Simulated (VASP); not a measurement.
**PbS: single point with r2SCAN**

The system is PbS.

```
CELL_PARAMETERS angstrom
0.00000 2.95773 2.95773
2.95773 0.00000 2.95773
2.95773 2.95773 0.00000
ATOMIC_POSITIONS crystal
Pb 0.00000 0.00000 0.00000
S 0.50000 0.50000 0.50000
```

```json
{"Program": "VASP 6.6.1", "Task": "single point", "Functional": "r2SCAN", "Potentials or basis": "VASP PAW PBE potentials, release 64 (Pb_d, S)", "Cutoff": "520 eV", "k mesh": "8 × 8 × 8", "Occupations": "methfessel-paxton, width 0.0943 eV", "Spin": "no spin polarisation", "Dipole correction": "no", "Further INCAR settings": "ALGO = Normal; EDIFF = 1e-06; NBANDS = 17"}
```

```
Pressure               : 1.8 GPa
Band gap on the k mesh : 0.59 eV, direct
```

Levels at points of the mesh, in eV from the valence-band top:
```tsv
k point	band 6	band 7	band 8	band 9	band 10	band 11	band 12	band 13	band 14	band 15
(0.00, 0.00, 0.00)	-14.31	-6.11	-2.40	-2.40	-2.40	5.56	5.56	5.56	7.10	7.10
(0.50, 0.00, 0.00)	-13.04	-9.18	-1.98	-1.98	0.00	0.59	2.14	2.14	9.16	10.59
(0.50, 0.50, 0.00)	-12.56	-7.39	-5.48	-3.69	-3.69	4.09	6.02	6.11	6.11	11.69
```

Run time: 72 s on 1 thread of Intel(R) Xeon(R) Platinum 8259CL CPU @ 2.50GHz (Skylake/Cascade Lake), with other jobs on the host, peak memory 0.19 GiB.

Caveat: the PAW data sets were made with another functional, which shifts forces and pressure a little; spin-orbit coupling is left out, which moves the levels of the heavy elements. A k mesh can miss the band edges.
